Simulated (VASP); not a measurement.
# Ni3Ge (Pm-3m) in VASP: notebook

Ni3Ge is run at these levels: LDA; tasks: single point.

Program: VASP 6.6.1. These are calculated values, not measurements. Logs are shortened: lines on timing, memory, paths and dates and some standing lists are left out, and cuts for length are marked.

## 1. The cell of the first run

Symmetry: Pm-3m, No. 221, cubic system. The conventional cell has a = 3.557 Å, b = 3.557 Å, c = 3.557 Å, α = 90.00°, β = 90.00°, γ = 90.00°. Ni (site symmetry 4/mmm) has 8 Ni at 2.52 Å and 4 Ge at 2.52 Å within 3.3 Å. Within 3.3 Å of Ge (site symmetry m-3m) lie 12 Ni at 2.52 Å.

## 2. Single point, LDA, collinear spin, ferromagnetic start (11.25 Å³/atom)

File INCAR:

```
PREC     = Accurate       # precision mode
ENCUT    = 520            # plane-wave cutoff, eV
EDIFF    = 1E-6           # SCF threshold, eV
ISMEAR   = 0              # smearing method
SIGMA    = 0.15           # smearing width, eV
LREAL    = False          # projectors in reciprocal space
LASPH    = True           # aspherical terms in the spheres
NELM     = 150            # most SCF steps
ALGO     = Normal         # electronic algorithm
ISIF     = 2              # what is computed and relaxed
LWAVE    = False          # write WAVECAR
LCHARG   = True           # write CHGCAR
ISPIN    = 2              # spin polarisation
MAGMOM   = 0.375 0.375 0.375 0 # initial moments
LORBIT   = 11             # projections on sites
NUPDOWN  = 1.125          # fixed moment
LMAXMIX  = 4              # l up to which the mixer works
GGA      = CA             # functional
LELF     = True           # ELF
LVHAR    = True         
NBANDS   = 34             # bands
```

File KPOINTS:

```
regular mesh
0
Gamma
  12 12 12
```

File POSCAR:

```
Ni3Ge
1.0
    3.5571040709      0.0000000000      0.0000000000
    0.0000000000      3.5571040709      0.0000000000
    0.0000000000      0.0000000000      3.5571040709
Ni Ge
3 1
Direct
    0.5000000000      0.0000000000      0.5000000000
    0.0000000000      0.5000000000      0.5000000000
    0.5000000000      0.5000000000      0.0000000000
    0.0000000000      0.0000000000      0.0000000000
```

Potentials or basis: VASP PAW LDA potentials, release 64 (Ni, Ge_d).

Launch:

```sh
cat potpaw_LDA.64/Ni/POTCAR potpaw_LDA.64/Ge_d/POTCAR > POTCAR
mpirun -np 1 vasp_std > vasp.out
```

OUTCAR:

```text
PREC = Accurate
   ENCUT = 520
   EDIFF = 1E-6
   ISMEAR = 0
   LREAL = False
   LASPH = True
   NELM = 150
   ISIF = 2
   ISPIN = 2
   LORBIT = 11
   NUPDOWN = 1.125
   GGA = CA

 ion  position               nearest neighbor table
   1  0.500  0.000  0.500-   2 2.52   3 2.52   4 2.52   3 2.52   4 2.52   2 2.52   3 2.52   3 2.52
                             2 2.52   4 2.52   4 2.52   2 2.52
   2  0.000  0.500  0.500-   1 2.52   3 2.52   4 2.52   3 2.52   4 2.52   1 2.52   4 2.52   4 2.52
                             1 2.52   3 2.52   3 2.52   1 2.52
   3  0.500  0.500  0.000-   1 2.52   2 2.52   4 2.52   1 2.52   2 2.52   1 2.52   4 2.52   1 2.52
                             2 2.52   4 2.52   2 2.52   4 2.52
   4  0.000  0.000  0.000-   1 2.52   2 2.52   3 2.52   1 2.52   2 2.52   2 2.52   3 2.52   2 2.52
                             1 2.52   3 2.52   1 2.52   3 2.52

  LATTYP: Found a simple cubic cell.
 ALAT       =     3.5571040709

  Lattice vectors:

 A1 = (   3.5571040709,   0.0000000000,   0.0000000000)
 A2 = (   0.0000000000,   3.5571040709,   0.0000000000)
 A3 = (   0.0000000000,   0.0000000000,   3.5571040709)

Analysis of symmetry for initial positions (statically):
=====================================================================
 Subroutine PRICEL returns:
 Original cell was already a primitive cell.

 Routine SETGRP: Setting up the symmetry group for a
 simple cubic supercell.

 Subroutine GETGRP returns: Found 48 space group operations
 (whereof 48 operations were pure point group operations)
 out of a pool of 48 trial point group operations.

The static configuration has the point symmetry O_h .

Analysis of symmetry for dynamics (positions and initial velocities):
=====================================================================
 Subroutine PRICEL returns:
 Original cell was already a primitive cell.

 Routine SETGRP: Setting up the symmetry group for a
 simple cubic supercell.

 Subroutine GETGRP returns: Found 48 space group operations
 (whereof 48 operations were pure point group operations)
 out of a pool of 48 trial point group operations.

The dynamic configuration has the point symmetry O_h .

Analysis of structural, dynamic, and magnetic symmetry:
=====================================================================
 Subroutine PRICEL returns:
 Original cell was already a primitive cell.

 Routine SETGRP: Setting up the symmetry group for a
 simple cubic supercell.

 Subroutine GETGRP returns: Found 48 space group operations
 (whereof 48 operations were pure point group operations)
 out of a pool of 48 trial point group operations.

The overall configuration has the point symmetry O_h .

 Subroutine INISYM returns: Found 48 space group operations
 (whereof 48 operations are pure point group operations),
 and found     1 'primitive' translations

----------------------------------------------------------------------------------------

                                     Primitive cell

  volume of cell :      45.0080

  direct lattice vectors                    reciprocal lattice vectors
     3.557104071  0.000000000  0.000000000     0.281127563  0.000000000  0.000000000
     0.000000000  3.557104071  0.000000000     0.000000000  0.281127563  0.000000000
     0.000000000  0.000000000  3.557104071     0.000000000  0.000000000  0.281127563

  length of vectors
     3.557104071  3.557104071  3.557104071     0.281127563  0.281127563  0.281127563

  position of ions in fractional coordinates (direct lattice)
     0.500000000  0.000000000  0.500000000
     0.000000000  0.500000000  0.500000000
     0.500000000  0.500000000  0.000000000
     0.000000000  0.000000000  0.000000000

  ion indices of the primitive-cell ions
   primitive index   ion index
                 1           1
                 2           2
                 3           3
                 4           4

----------------------------------------------------------------------------------------

 KPOINTS: regular mesh

Automatic generation of k-mesh.
 Grid dimensions read from file:
 generate k-points for:   12   12   12

 Generating k-lattice:

  Cartesian coordinates                     Fractional coordinates (reciprocal lattice)
     0.023427297  0.000000000  0.000000000     0.083333333  0.000000000  0.000000000
     0.000000000  0.023427297  0.000000000     0.000000000  0.083333333  0.000000000
     0.000000000  0.000000000  0.023427297     0.000000000  0.000000000  0.083333333

  Length of vectors
     0.023427297  0.023427297  0.023427297

  Shift w.r.t. Gamma in fractional coordinates (k-lattice)
     0.000000000  0.000000000  0.000000000

 Subroutine IBZKPT returns following result:
 ===========================================

 Found     84 irreducible k-points:

 Following reciprocal coordinates:
            Coordinates               Weight
  0.000000  0.000000  0.000000      1.000000
  0.083333  0.000000  0.000000      6.000000
  0.166667  0.000000  0.000000      6.000000
  0.250000  0.000000  0.000000      6.000000
  0.333333  0.000000  0.000000      6.000000
  0.416667  0.000000  0.000000      6.000000
[... 16 lines left out ...]
  0.333333  0.333333  0.000000     12.000000
  0.416667  0.333333  0.000000     24.000000
 [... further k-points ...]
   k-points           NKPTS =     84   k-points in BZ     NKDIM =     84   number of bands    NBANDS=     34
   number of dos      NEDOS =    301   number of ions     NIONS =      4
   total plane-waves  NPLWV =  21952
   dimension x,y,z NGX =    28 NGY =   28 NGZ =   28
   dimension x,y,z NGXF=    56 NGYF=   56 NGZF=   56
   ions per type =               3   1
   NGX,Y,Z   is equivalent  to a cutoff of  13.09, 13.09, 13.09 a.u.
   NGXF,Y,Z  is equivalent  to a cutoff of  26.17, 26.17, 26.17 a.u.
 SYSTEM =  unknown system
   PREC   = accura    normal or accurate (medium, high low for compatibility)
   ISTART =      0    job   : 0-new  1-cont  2-samecut
   ICHARG =      2    charge: 1-file 2-atom 10-const
   ISPIN  =      2    spin polarized calculation?
   LNONCOLLINEAR =      F non collinear calculations
   LSORBIT =      F    spin-orbit coupling
   LASPH  =      T    aspherical Exc in radial PAW
   ENCUT  =  520.0 eV  38.22 Ry    6.18 a.u.   6.61  6.61  6.61*2*pi/ulx,y,z
   NELM   =    150;   NELMIN=  2; NELMDL= -5     # of ELM steps
   EDIFF  = 0.1E-05   stopping-criterion for ELM
   LREAL  =      F    real-space projection
   EDIFFG = 0.1E-04   stopping-criterion for IOM
   NSW    =      0    number of steps for IOM
   IBRION =     -1    ionic relax: 0-MD 1-quasi-New 2-CG
   NFREE  =      0    steps in history (QN), initial steepest desc. (CG)
   ISIF   =      2    stress and relaxation
   ISYM   =      2    0-nonsym 1-usesym 2-fastsym
   POTIM  = 0.5000    time-step for ionic-motion
   TEBEG  =    0.0;   TEEND  =   0.0 temperature during run
   PSTRESS=    0.0 pullay stress
   NELECT =      44.0000    total number of electrons
   NUPDOWN=       1.1250    fix difference up-down
   EMIN   =  10.00;   EMAX   =-10.00  energy-range for DOS
   EFERMI =   0.00;   METHOD = LEGACY
   ISMEAR =     0;   SIGMA  =   0.15  broadening in eV -4-tet -1-fermi 0-gaus
   EFERMI_NEDOS =   21; number of points for ismear=-14 and -15
   IALGO  =     38    algorithm
   IMIX   =      4    mixing-type and parameters
     AMIX     =   0.40;   BMIX     =  1.00
     AMIX_MAG =   1.60;   BMIX_MAG =  1.00
  volume/ion in A,a.u.               =      11.25        75.93
  Fermi-wavevector in a.u.,A,eV,Ry     =   1.624785  3.070398 35.918364  2.639925
  Thomas-Fermi vector in A             =   2.718015
   LORBIT       =     11    0 simple, 1 ext, 2 COOP (PROOUT), +10 PAW based schemes
   GGA     = CA    functional components
   LHFCALC =     F    Hartree Fock is set to
   AEXX    =    0.0000 exact exchange contribution
   IVDW    =     0    specifies the selected vdW correction
   LEPSILON=     F    determine dielectric tensor
   LRPA    =     F    only Hartree local field effects (RPA)
 spin polarized calculation
 Gauss-broadening in eV      SIGMA  =   0.15
  energy-cutoff  :      520.00
  volume of cell :       45.01
 maximum number of plane-waves:      1233
 NGX is ok and might be reduce to    28
   NGX = 13   NGY = 13   NGZ = 13

 number of electron      43.9999997 magnetization       1.1249999

 Free energy of the ion-electron system (eV)
  ---------------------------------------------------
  ext. energy  EPLUGINS =         0.00000000
  ---------------------------------------------------
  free energy    TOTEN  =       -26.10139725 eV

  energy without entropy =      -26.06114323  energy(sigma->0) =      -26.08127024

 E-fermi :   9.5659     XC(G=0): -13.6913

 val. band max:       10.1739334227   @ k =   0.5000   0.5000   0.5000
 cond. band min:       9.5789537806   @ k =   0.5000   0.2500   0.2500
 fundamental gap:     -0.5949796421
 Fermi energy:        10.1788022111

 spin component 1

 k-point     1 :       0.0000    0.0000    0.0000
  band No.  band energies     occupation
      1     -14.8912      1.00000
      2     -14.8912      1.00000
      3     -14.8785      1.00000
      4     -14.8785      1.00000
      5     -14.8785      1.00000
      6      -2.5788      1.00000
[... 877 lines left out ...]
     33      23.1968      0.00000
     34      24.6842      0.00000

 [... further k-points ...]

 spin component 2

 k-point     1 :       0.0000    0.0000    0.0000
  band No.  band energies     occupation
      1     -14.8882      1.00000
      2     -14.8882      1.00000
      3     -14.8759      1.00000
      4     -14.8759      1.00000
      5     -14.8759      1.00000
      6      -2.5507      1.00000
[... 877 lines left out ...]
     33      23.2744      0.00000
     34      24.7518      0.00000

 [... further k-points ...]

------------------------ aborting loop because EDIFF is reached ----------------------------------------

  FORCE on cell =-STRESS in cart. coord.  units (eV):
  Direction    XX          YY          ZZ          XY          YZ          ZX
  --------------------------------------------------------------------------------------
  -------------------------------------------------------------------------------------
  Total       -2.8421206     -2.8421206     -2.8421206     -0.0000000     -0.0000000      0.0000000
  in kB     -101.1727068   -101.1727068   -101.1727068     -0.0000000     -0.0000000      0.0000000
  external PRESSURE =    -101.1727068 kB  Pullay stress =       0.0000000 kB

 VOLUME and BASIS-vectors are now :
 -----------------------------------------------------------------------------
  energy-cutoff  :      520.00
  volume of cell :       45.01
      direct lattice vectors                 reciprocal lattice vectors
     3.557104071  0.000000000  0.000000000     0.281127563  0.000000000  0.000000000
     0.000000000  3.557104071  0.000000000     0.000000000  0.281127563  0.000000000
     0.000000000  0.000000000  3.557104071     0.000000000  0.000000000  0.281127563

 POSITION                                       TOTAL-FORCE (eV/Angst)
 -----------------------------------------------------------------------------------
      1.77855      0.00000      1.77855         0.000000      0.000000      0.000000
      0.00000      1.77855      1.77855         0.000000      0.000000      0.000000
      1.77855      1.77855      0.00000         0.000000      0.000000      0.000000
      0.00000      0.00000      0.00000         0.000000      0.000000      0.000000
 -----------------------------------------------------------------------------------
    total drift:                                0.000000      0.000000      0.000000

  FREE ENERGIE OF THE ION-ELECTRON SYSTEM (eV)
  ---------------------------------------------------
  free  energy   TOTEN  =       -26.1013972472 eV

  energy  without entropy=      -26.0611432272  energy(sigma->0) =      -26.08127024

 total charge

# of ion       s       p       d       tot
------------------------------------------
    1        0.469   0.526   8.415   9.410
    2        0.469   0.526   8.415   9.410
    3        0.469   0.526   8.415   9.410
    4        1.098   1.237  10.129  12.464
--------------------------------------------------
tot          2.505   2.815  35.374  40.695

 magnetization (x)

# of ion       s       p       d       tot
------------------------------------------
    1       -0.001   0.000   0.369   0.368
    2       -0.001   0.000   0.369   0.368
    3       -0.001   0.000   0.369   0.368
    4       -0.001   0.019  -0.005   0.014
--------------------------------------------------
tot         -0.003   0.020   1.102   1.119
```

It took 92 s on 1 thread of Intel Xeon 6975P-C (Granite Rapids), shared host; peak memory 0.28 GiB.

Results:

| Quantity | Value |
| --- | --- |
| Free energy | -26.1014 eV |
| Pressure | -10.1 GPa |
| Net moment | 1.12 μB per cell |
| Site moments | Ni +0.37; Ge +0.01 μB |
| Valence electrons inside the program's atomic spheres | Ni 9.41; Ge 12.46 |

Caveat: the cell stands under tension; the total moment is fixed, so each spin has its own Fermi level and the state may be an excited one.

(Part 1 of 2 ends here.)
